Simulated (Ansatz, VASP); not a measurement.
## NaH: VASP beside Ansatz

```xyz
2
Lattice="0.0000 2.5060 2.4564 2.5060 0.0000 2.4564 2.5060 2.5060 0.0000" Properties=species:S:1:pos:R:3 pbc="T T T"
Na    0.0000    0.0000    0.0000
H     2.5060    2.5060    2.4564
```

Alike in both runs: task single point; functional r2SCAN; k mesh 10 × 10 × 10; occupations fermi-dirac, width 0.2 eV; no spin polarisation.

|  | VASP | Ansatz |
| --- | --- | --- |
| version | VASP 6.6.1 | Ansatz 0.2.0 |
| potentials or method | VASP PAW PBE potentials, release 64 (Na_pv, H), cutoff 520 eV | scalar-relativistic, plane waves, PAW |
| valence electrons in the cell | 8 | 10 |

|  | VASP | Ansatz | Ansatz less VASP |
| --- | --- | --- | --- |
| gap on the k mesh at the Fermi level (eV) | 4.21 | 4.20 | -0.011 |
| least direct gap on the mesh (eV) | 5.01 | 5.01 | +0.006 |
| pressure (GPa) | -2.4 | -2.2 | +0.20 |
| traceless stress, the component that is largest in VASP (GPa) | 0.23 | 0.29 | +0.065 |

VASP's potentials were made for PBE, not for r2SCAN. VASP's potentials hold 8 valence electrons a cell and Ansatz's 10, so a difference there can come from the potentials and not from the codes.
